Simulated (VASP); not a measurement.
Write the native input for VASP 6.6.1 that does the following.

```yaml
Task: single point
Functional: r2SCAN
Potentials_or_basis: VASP PAW PBE potentials, release 64 (Al, P)
Cutoff: 550 eV
k_mesh: 6 × 6 × 6
Occupations: gaussian, width 0.01 eV
Spin: no spin polarisation
Dipole_correction: no
Further_INCAR_settings: ALGO = Normal; EDIFF = 1e-06; NBANDS = 11
```

The system is AlP.

```xyz
2
Lattice="0.0000 2.6833 2.6833 2.6833 0.0000 2.6833 2.6833 2.6833 0.0000" Properties=species:S:1:pos:R:3 pbc="T T T"
Al    0.0000    0.0000    0.0000
P     1.3417    1.3417    1.3417
```

This cell differs from its parent crystal: volume changed by -6%.

The input as run:

POSCAR

```
AlP
1.0
    0.0000000000      2.6833418232      2.6833418232
    2.6833418232      0.0000000000      2.6833418232
    2.6833418232      2.6833418232      0.0000000000
Al P
1 1
Direct
    0.0000000000      0.0000000000      0.0000000000
    0.2500000000      0.2500000000      0.2500000000
```

INCAR.step1

```
  PREC = Accurate
  ENCUT = 550
  ISMEAR = 0
  SIGMA = 0.01
  LREAL = F
  LASPH = T
  NELM = 120
  NBANDS = 11
  GGA = PE
  ALGO = Normal
  EDIFF = 1E-5
  LWAVE = T
  LCHARG = F
  GGA_COMPAT = F
```

INCAR.step2

```
  PREC = Accurate
  ENCUT = 550
  EDIFF = 1E-6
  ISMEAR = 0
  SIGMA = 0.01
  LREAL = F
  LASPH = T
  NELM = 120
  ALGO = Normal
  ISIF = 2
  LWAVE = F
  LCHARG = F
  METAGGA = R2SCAN
  LMIXTAU = T
  NBANDS = 11
  ISTART = 1
  GGA_COMPAT = F
```

KPOINTS

```
Automatic mesh
0
Gamma
  6 6 6
```

Potentials or basis: VASP PAW PBE potentials, release 64 (Al, P).

The run is started by

```bash
$ cat potpaw_PBE.64/Al/POTCAR potpaw_PBE.64/P/POTCAR > POTCAR
$ cp INCAR.step1 INCAR
$ mpirun -np 1 vasp_std > vasp.out
$ cp INCAR.step2 INCAR
$ mpirun -np 1 vasp_std > vasp.out
```

Results of the run:

```
Pressure               : 6.0 GPa
Band gap on the k mesh : 1.81 eV, indirect (least direct gap 4.10 eV)
```

Caveat: the PAW data sets were made with another functional, which shifts forces and pressure a little.

Wall time 35 s on 1 thread of AMD EPYC 7R13 (shared host), peak memory 0.16 GiB.
